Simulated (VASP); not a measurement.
# Se (Im-3m) in VASP: notebook

Se is run at these levels: r2SCAN; tasks: single point, relaxation of cell and atoms.

Program: VASP 6.6.1. These are calculated values, not measurements. Logs are shortened: lines on timing, memory, paths and dates and some standing lists are left out, and cuts for length are marked.

**1. The cell of the first run**

It takes space group Im-3m (No. 229, cubic). Conventional cell: a = 3.524 Å, b = 3.524 Å, c = 3.524 Å, α = 90.00°, β = 90.00°, γ = 90.00°. Within 4.0 Å of Se (site symmetry m-3m) lie 14 Se at 3.05 to 3.52 Å.

**2. Single point, r2SCAN (volume scaled by 1.08)**

The input, POSCAR:

```
Se
1.0
   -1.7617888007      1.7617888007      1.7617888007
    1.7617888007     -1.7617888007      1.7617888007
    1.7617888007      1.7617888007     -1.7617888007
Se
1
Direct
    0.0000000000      0.0000000000      0.0000000000
```

The input, INCAR.step1:

```
SYSTEM = Se
PREC = Accurate
ENCUT = 520
ISMEAR = -1
SIGMA = 0.1
LREAL = .FALSE.
LASPH = .TRUE.
NELM = 80
NBANDS = 9
GGA = PE
ALGO = Normal
EDIFF = 1E-4
LWAVE = .TRUE.
LCHARG = .FALSE.
```

The input, INCAR.step2:

```
SYSTEM = Se
PREC = Accurate
ENCUT = 520
EDIFF = 1E-6
ISMEAR = -1
SIGMA = 0.1
LREAL = .FALSE.
LASPH = .TRUE.
NELM = 80
ALGO = Normal
ISIF = 2
LWAVE = .FALSE.
LCHARG = .FALSE.
METAGGA = R2SCAN
LMIXTAU = .TRUE.
NBANDS = 9
ISTART = 1
```

The input, KPOINTS:

```
regular mesh
0
G
  15 15 15
  0 0 0
```

Potentials or basis: VASP PAW PBE potentials, release 64 (Se).

On the command line:

```
> cat potpaw_PBE.64/Se/POTCAR > POTCAR
> cp INCAR.step1 INCAR
> mpirun -np 1 vasp_std > vasp.out
> cp INCAR.step2 INCAR
> mpirun -np 1 vasp_std > vasp.out
```

OUTCAR:

```text
SYSTEM = Se
   PREC = Accurate
   ENCUT = 520
   EDIFF = 1E-6
   ISMEAR = -1
   LREAL = .FALSE.
   LASPH = .TRUE.
   NELM = 80
   ISIF = 2
   METAGGA = R2SCAN
   ISTART = 1

 ion  position               nearest neighbor table
   1  0.000  0.000  0.000-

  LATTYP: Found a body centered cubic cell.
 ALAT       =     3.5235776014

  Lattice vectors:

 A1 = (  -1.7617888007,   1.7617888007,   1.7617888007)
 A2 = (   1.7617888007,  -1.7617888007,   1.7617888007)
 A3 = (   1.7617888007,   1.7617888007,  -1.7617888007)

Analysis of symmetry for initial positions (statically):
=====================================================================
 Subroutine PRICEL returns:
 Original cell was already a primitive cell.

 Routine SETGRP: Setting up the symmetry group for a
 body centered cubic supercell.

 Subroutine GETGRP returns: Found 48 space group operations
 (whereof 48 operations were pure point group operations)
 out of a pool of 48 trial point group operations.

The static configuration has the point symmetry O_h .

Analysis of symmetry for dynamics (positions and initial velocities):
=====================================================================
 Subroutine PRICEL returns:
 Original cell was already a primitive cell.

 Routine SETGRP: Setting up the symmetry group for a
 body centered cubic supercell.

 Subroutine GETGRP returns: Found 48 space group operations
 (whereof 48 operations were pure point group operations)
 out of a pool of 48 trial point group operations.

The dynamic configuration has the point symmetry O_h .

 Subroutine INISYM returns: Found 48 space group operations
 (whereof 48 operations are pure point group operations),
 and found     1 'primitive' translations

----------------------------------------------------------------------------------------

                                     Primitive cell

  volume of cell :      21.8737

  direct lattice vectors                    reciprocal lattice vectors
    -1.761788801  1.761788801  1.761788801     0.000000000  0.283802462  0.283802462
     1.761788801 -1.761788801  1.761788801     0.283802462  0.000000000  0.283802462
     1.761788801  1.761788801 -1.761788801     0.283802462  0.283802462  0.000000000

  length of vectors
     3.051507715  3.051507715  3.051507715     0.401357291  0.401357291  0.401357291

  position of ions in fractional coordinates (direct lattice)
     0.000000000  0.000000000  0.000000000

  ion indices of the primitive-cell ions
   primitive index   ion index
                 1           1

----------------------------------------------------------------------------------------

 KPOINTS: regular mesh

Automatic generation of k-mesh.
 Grid dimensions read from file:
 generate k-points for:   15   15   15

 Generating k-lattice:

  Cartesian coordinates                     Fractional coordinates (reciprocal lattice)
     0.000000000  0.018920164  0.018920164     0.066666667  0.000000000  0.000000000
     0.018920164  0.000000000  0.018920164     0.000000000  0.066666667  0.000000000
     0.018920164  0.018920164  0.000000000     0.000000000  0.000000000  0.066666667

  Length of vectors
     0.026757153  0.026757153  0.026757153

  Shift w.r.t. Gamma in fractional coordinates (k-lattice)
     0.000000000  0.000000000  0.000000000

 Subroutine IBZKPT returns following result:
 ===========================================

 Found    120 irreducible k-points:

 Following reciprocal coordinates:
            Coordinates               Weight
  0.000000  0.000000  0.000000      1.000000
  0.066667  0.000000  0.000000     12.000000
  0.133333  0.000000  0.000000     12.000000
  0.200000  0.000000  0.000000     12.000000
  0.266667  0.000000  0.000000     12.000000
  0.333333  0.000000  0.000000     12.000000
[... 16 lines left out ...]
  0.333333  0.200000  0.000000     48.000000
  0.400000  0.200000  0.000000     24.000000
 [... further k-points ...]
   k-points           NKPTS =    120   k-points in BZ     NKDIM =    120   number of bands    NBANDS=      9
   number of dos      NEDOS =    301   number of ions     NIONS =      1
   total plane-waves  NPLWV =  13824
   dimension x,y,z NGX =    24 NGY =   24 NGZ =   24
   dimension x,y,z NGXF=    48 NGYF=   48 NGZF=   48
   ions per type =               1
   NGX,Y,Z   is equivalent  to a cutoff of  13.08, 13.08, 13.08 a.u.
   NGXF,Y,Z  is equivalent  to a cutoff of  26.15, 26.15, 26.15 a.u.
 SYSTEM =  Se
   PREC   = accura    normal or accurate (medium, high low for compatibility)
   ISTART =      1    job   : 0-new  1-cont  2-samecut
   ICHARG =      0    charge: 1-file 2-atom 10-const
   ISPIN  =      1    spin polarized calculation?
   LNONCOLLINEAR =      F non collinear calculations
   LSORBIT =      F    spin-orbit coupling
   LASPH  =      T    aspherical Exc in radial PAW
   ENCUT  =  520.0 eV  38.22 Ry    6.18 a.u.   5.67  5.67  5.67*2*pi/ulx,y,z
[... 45 lines left out ...]

  energy without entropy =      -13.54401140  energy(sigma->0) =      -13.55897715

 E-fermi :   4.3587     XC(G=0): -10.7347

 val. band max:        4.3446880305   @ k =   0.4667   0.0000   0.0000
 cond. band min:       4.3629231809   @ k =  -0.4000  -0.4667   0.2000
 fundamental gap:      0.0182351503
 Fermi energy:         4.3587453303

 k-point     1 :       0.0000    0.0000    0.0000
  band No.  band energies     occupation
      1     -11.7300      2.00000
      2       7.1143      0.00000
      3       7.1143      0.00000
      4       7.1144      0.00000
      5      15.8799      0.00000
      6      17.1889      0.00000
      7      17.1889      0.00000
      8      17.1889      0.00000
      9      20.4655      0.00000

 k-point     2 :       0.0667    0.0000    0.0000
  band No.  band energies     occupation
      1     -11.6410      2.00000
      2       6.5718      0.00000
      3       6.9347      0.00000
      4       7.0868      0.00000
      5      16.1880      0.00000
      6      16.8399      0.00000
      7      17.1602      0.00000
      8      17.5736      0.00000
      9      19.6662      0.00000

 k-point     3 :       0.1333    0.0000    0.0000
  band No.  band energies     occupation
      1     -11.3774      2.00000
      2       5.2462      0.00028
      3       6.4762      0.00000
      4       7.0077      0.00000
      5      15.7130      0.00000
      6      16.0771      0.00000
      7      17.9826      0.00000
      8      18.6465      0.00000
      9      19.4110      0.00000

 k-point     4 :       0.2000    0.0000    0.0000
  band No.  band energies     occupation
      1     -10.9508      2.00000
      2       3.5901      1.99908
      3       5.8973      0.00000
      4       6.8884      0.00000
      5      14.6164      0.00000
      6      15.2540      0.00000
      7      18.9432      0.00000
      8      19.7281      0.00000
      9      20.2454      0.00000

 k-point     5 :       0.2667    0.0000    0.0000
  band No.  band energies     occupation
      1     -10.3856      2.00000
      2       1.8827      2.00000
      3       5.3295      0.00012
      4       6.7485      0.00000
      5      13.6058      0.00000
      6      14.5271      0.00000
      7      19.6802      0.00000
      8      19.9369      0.00000
      9      22.2322      0.00000

 k-point     6 :       0.3333    0.0000    0.0000
  band No.  band energies     occupation
      1      -9.7323      2.00000
      2       0.3011      2.00000
      3       4.8545      0.01396
      4       6.6126      0.00000
      5      12.8248      0.00000
      6      13.9565      0.00000
      7      20.4675      0.00000
      8      20.5315      0.00000
      9      23.9924      0.00000
[... 169 lines left out ...]
 k-point    21 :       0.2000    0.2000    0.0000
  band No.  band energies     occupation
      1      -9.5822      2.00000
      2       0.7417      2.00000
      3       3.5404      1.99944
      4       5.9049      0.00000
      5      14.0225      0.00000
      6      15.5156      0.00000
      7      19.5025      0.00000
      8      19.6004      0.00000
      9      23.7307      0.00000

 k-point    22 :       0.2667    0.2000    0.0000
  band No.  band energies     occupation
      1      -8.9846      2.00000
      2      -0.1755      2.00000
      3       2.6830      2.00000
      4       5.6938      0.00000
      5      13.7893      0.00000
      6      15.7645      0.00000
      7      19.4520      0.00000
      8      20.9323      0.00000
      9      24.1119      0.00000

 k-point    23 :       0.3333    0.2000    0.0000
  band No.  band energies     occupation
      1      -8.4943      2.00000
      2      -0.8994      2.00000
      3       2.1657      2.00000
      4       5.5606      0.00001
      5      13.6007      0.00000
      6      16.0288      0.00000
      7      19.6128      0.00000
      8      21.1699      0.00000
      9      24.8091      0.00000

 k-point    24 :       0.4000    0.2000    0.0000
  band No.  band energies     occupation
      1      -8.2965      2.00000
      2      -1.1849      2.00000
      3       1.9967      2.00000
      4       5.5146      0.00002
      5      13.5303      0.00000
      6      16.1440      0.00000
      7      19.8737      0.00000
      8      20.7607      0.00000
      9      25.7626      0.00000

 [... further k-points ...]
[... 5 lines left out ...]
  --------------------------------------------------------------------------------------
  -------------------------------------------------------------------------------------
  Total       -0.6284053     -0.6284053     -0.6284053     -0.0000000      0.0000000     -0.0000000
  in kB      -46.0287230    -46.0287230    -46.0287230     -0.0000000      0.0000000     -0.0000000
  external PRESSURE =     -46.0287230 kB  Pullay stress =       0.0000000 kB

 VOLUME and BASIS-vectors are now :
 -----------------------------------------------------------------------------
  energy-cutoff  :      520.00
  volume of cell :       21.87
      direct lattice vectors                 reciprocal lattice vectors
    -1.761788801  1.761788801  1.761788801     0.000000000  0.283802462  0.283802462
     1.761788801 -1.761788801  1.761788801     0.283802462  0.000000000  0.283802462
     1.761788801  1.761788801 -1.761788801     0.283802462  0.283802462  0.000000000

 POSITION                                       TOTAL-FORCE (eV/Angst)
 -----------------------------------------------------------------------------------
      0.00000      0.00000      0.00000         0.000000      0.000000     -0.000000
 -----------------------------------------------------------------------------------
    total drift:                                0.000000      0.000000      0.000000

  FREE ENERGIE OF THE ION-ELECTRON SYSTEM (eV)
  ---------------------------------------------------
  free  energy   TOTEN  =       -13.5739429083 eV

  energy  without entropy=      -13.5440113954  energy(sigma->0) =      -13.55897715
```

It took 43 s on 1 thread of Intel Xeon 6975P-C, shared host; peak memory 0.15 GiB.

What came out:

| Item | Value |
| --- | --- |
| Free energy | -13.5739 eV |
| Pressure | -4.6 GPa |
| Band gap on the k mesh | zero (band 3 reaches 7.11 eV, above the bottom of band 4 at 1.31 eV) |

Levels at points of the mesh, in eV from the Fermi level:
| k point | band 1 | band 2 | band 3 | band 4 | band 5 | band 6 |
| --- | --- | --- | --- | --- | --- | --- |
| (0.00, 0.00, 0.00) | -16.09 | 2.76 | 2.76 | 2.76 | 11.52 | 12.83 |

Caveat: the cell differs from its parent crystal (volume scaled by 1.08); the PAW data sets were made with another functional, which shifts forces and pressure a little.

**3. Single point, r2SCAN (volume scaled by 1.12)**

The input, POSCAR:

```
Se
1.0
   -1.7832761477      1.7832761477      1.7832761477
    1.7832761477     -1.7832761477      1.7832761477
    1.7832761477      1.7832761477     -1.7832761477
Se
1
Direct
    0.0000000000      0.0000000000      0.0000000000
```

The input, INCAR.step1:

```
SYSTEM = Se
PREC = Accurate
ENCUT = 520
ISMEAR = -1
SIGMA = 0.1
LREAL = .False.
LASPH = .True.
NELM = 60
NBANDS = 9
GGA = PE
ALGO = Normal
EDIFF = 1E-4
LWAVE = .True.
LCHARG = .False.
```

The input, INCAR.step2:

```
SYSTEM = Se
PREC = Accurate
ENCUT = 520
EDIFF = 1E-7
ISMEAR = -1
SIGMA = 0.1
LREAL = .False.
LASPH = .True.
NELM = 60
ALGO = Normal
ISIF = 2
LWAVE = .False.
LCHARG = .False.
METAGGA = R2SCAN
LMIXTAU = .True.
NBANDS = 9
ISTART = 1
```

The input, KPOINTS:

```
Automatic mesh
0
Gamma
  15 15 15
  0 0 0
```

Potentials or basis: VASP PAW PBE potentials, release 64 (Se).

On the command line:

```
> cat potpaw_PBE.64/Se/POTCAR > POTCAR
> cp INCAR.step1 INCAR
> mpirun -np 1 vasp_std > vasp.out
> cp INCAR.step2 INCAR
> mpirun -np 1 vasp_std > vasp.out
```

It took 55 s on 1 thread of Intel Xeon 6975P-C, shared host; peak memory 0.16 GiB.

Results (log left out):

| Item | Value |
| --- | --- |
| Free energy | -13.5461 eV |
| Pressure | -6.4 GPa |
| Band gap on the k mesh | zero (band 3 reaches 6.53 eV, above the bottom of band 4 at 1.03 eV) |

Levels at points of the mesh, in eV from the Fermi level:
```tsv
k point	band 1	band 2	band 3	band 4	band 5	band 6
(0.00, 0.00, 0.00)	-15.78	2.59	2.59	2.59	11.08	12.77
```

Caveat: the cell differs from its parent crystal (volume scaled by 1.12); the PAW data sets were made with another functional, which shifts forces and pressure a little.

**4. Single point, r2SCAN**

This run uses another cell than the first one, of 20.25 Å³/atom, 0.926 times its volume.

The input, POSCAR:

```
Se
1.0
   -1.7171672348      1.7171672348      1.7171672348
    1.7171672348     -1.7171672348      1.7171672348
    1.7171672348      1.7171672348     -1.7171672348
Se
1
Direct
    0.0000000000      0.0000000000      0.0000000000
```

The input, INCAR.step1:

```
SYSTEM = Se
ALGO = Normal
EDIFF = 1E-4
ENCUT = 520
GGA = PE
ISMEAR = -1
LASPH = .TRUE.
LCHARG = .FALSE.
LREAL = .FALSE.
LWAVE = .TRUE.
NBANDS = 9
NELM = 60
PREC = Accurate
SIGMA = 0.1
```

The input, INCAR.step2:

```
SYSTEM = Se
ALGO = Normal
EDIFF = 1E-6
ENCUT = 520
ISIF = 2
ISMEAR = -1
ISTART = 1
LASPH = .TRUE.
LCHARG = .FALSE.
LMIXTAU = .TRUE.
LREAL = .FALSE.
LWAVE = .FALSE.
METAGGA = R2SCAN
NBANDS = 9
NELM = 60
PREC = Accurate
SIGMA = 0.1
```

The input, KPOINTS:

```
k-points
0
G
  21 21 21
  0 0 0
```

On the command line:

```
> cat potpaw_PBE.64/Se/POTCAR > POTCAR
> cp INCAR.step1 INCAR
> mpirun -np 1 vasp_std > vasp.out
> cp INCAR.step2 INCAR
> mpirun -np 1 vasp_std > vasp.out
```

Wall time 95 s (1 thread of Intel Xeon 6975P-C, shared host); peak memory 0.18 GiB.

Results (log left out):

* Free energy: -13.6022 eV
* Pressure: 0.1 GPa
* Band gap on the k mesh: zero (band 3 reaches 8.43 eV, above the bottom of band 4 at 1.78 eV)

Levels at points of the mesh, in eV from the Fermi level:
```tsv
k point	band 1	band 2	band 3	band 4	band 5	band 6	band 7	band 8
(0.00, 0.00, 0.00)	-16.82	3.10	3.10	3.10	12.51	12.94	12.94	12.94
```

Caveat: the PAW data sets were made with another functional, which shifts forces and pressure a little.

**5. Relaxation of cell and atoms, r2SCAN**

This run uses another cell than the first one, of 21.81 Å³/atom, 0.997 times its volume.

The input, POSCAR:

```
Se
1.0
   -1.7600399104      1.7600399104      1.7600399104
    1.7600399104     -1.7600399104      1.7600399104
    1.7600399104      1.7600399104     -1.7600399104
Se
1
Direct
    0.0000000000      0.0000000000      0.0000000000
```

The input, INCAR.step1:

```
SYSTEM = Se
  ALGO = Normal
  EDIFF = 1E-4
  ENCUT = 600
  GGA = PE
  ISMEAR = -1
  LASPH = .TRUE.
  LCHARG = .FALSE.
  LREAL = .FALSE.
  LWAVE = .TRUE.
  NELM = 60
  PREC = Accurate
  SIGMA = 0.1
```

The input, INCAR.step2:

```
SYSTEM = Se
  ALGO = Normal
  EDIFF = 1E-6
  EDIFFG = -0.01
  ENCUT = 600
  IBRION = 2
  ISIF = 3
  ISMEAR = -1
  ISTART = 1
  LASPH = .TRUE.
  LCHARG = .FALSE.
  LMIXTAU = .TRUE.
  LREAL = .FALSE.
  LWAVE = .FALSE.
  METAGGA = R2SCAN
  NELM = 60
  NSW = 80
  PREC = Accurate
  SIGMA = 0.1
```

The input, KPOINTS:

```
k-points
0
G
  13 13 13
  0 0 0
```

On the command line:

```
> cat potpaw_PBE.64/Se/POTCAR > POTCAR
> cp INCAR.step1 INCAR
> mpirun -np 1 vasp_std > vasp.out
> cp INCAR.step2 INCAR
> mpirun -np 1 vasp_std > vasp.out
```

It took 74 s on 1 thread of Intel Xeon 6975P-C, shared host; peak memory 0.15 GiB.

Results (log left out):

```
Free energy                            : -13.6113 eV
Relaxed volume                         : 20.22 Å³/atom
Relaxed cell                           : a = 2.973 Å, b = 2.973 Å, c = 2.973 Å, α = 109.47°, β = 109.47°, γ = 109.47°
Space group after relaxing (to 0.05 Å) : Im-3m (No. 229)
Energy gained by relaxing              : 25.9 meV/atom
Ionic steps                            : 3
Pressure after relaxing                : 0.0 GPa
Band gap on the k mesh                 : zero (band 3 reaches 8.46 eV, above the bottom of band 4 at 1.96 eV)
```

The path:
```tsv
step	energy change (eV)	largest force (eV/Å)	pressure (GPa)	volume (Å³)
1	0.0000	0.0000	-4.87	21.81
2	-0.0235	0.0000	1.80	19.78
3	-0.0259	0.0000	0.01	20.22
```

Final structure:
```cif
data_structure
_symmetry_space_group_name_H-M 'P 1'
_symmetry_Int_Tables_number 1
_cell_length_a 2.9726
_cell_length_b 2.9726
_cell_length_c 2.9726
_cell_angle_alpha 109.471
_cell_angle_beta 109.471
_cell_angle_gamma 109.471
_cell_volume 20.22
loop_
_atom_site_label
_atom_site_type_symbol
_atom_site_fract_x
_atom_site_fract_y
_atom_site_fract_z
_atom_site_occupancy
Se1 Se 0.00000 0.00000 0.00000 1
```

Levels at points of the mesh, in eV from the Fermi level:
```
           k point  band 1  band 2  band 3  band 4  band 5  band 6  band 7
(0.00, 0.00, 0.00)  -16.86    3.09    3.09    3.09   12.52   12.92   12.92
```

Caveat: the PAW data sets were made with another functional, which shifts forces and pressure a little.

**6. The runs side by side**

| task | cell | k mesh | cutoff (eV) | gap on the mesh (eV) | pressure (GPa) |
| --- | --- | --- | --- | --- | --- |
| single point | a = 3.052 Å, angles 109.5°, 1 atom | 15 × 15 × 15 | 520 | none | -4.6 |
| single point | a = 3.089 Å, angles 109.5°, 1 atom | 15 × 15 × 15 | 520 | none | -6.4 |
| single point | a = 2.974 Å, angles 109.5°, 1 atom | 21 × 21 × 21 | 520 | none | 0.1 |
| relaxation of cell and atoms | relaxed from a = 3.048 Å, angles 109.5°, 1 atom | 13 × 13 × 13 | 600 | none | 0.0 |

Alike in all rows: level r2SCAN; potentials or basis VASP PAW PBE potentials, release 64 (Se); no spin polarisation; smearing fermi-dirac 0.1 eV.

Caveats: the PAW data sets were made with another functional, which shifts forces and pressure a little.

Total energies depend on the potentials used, so only differences within one code and one set of settings carry meaning.
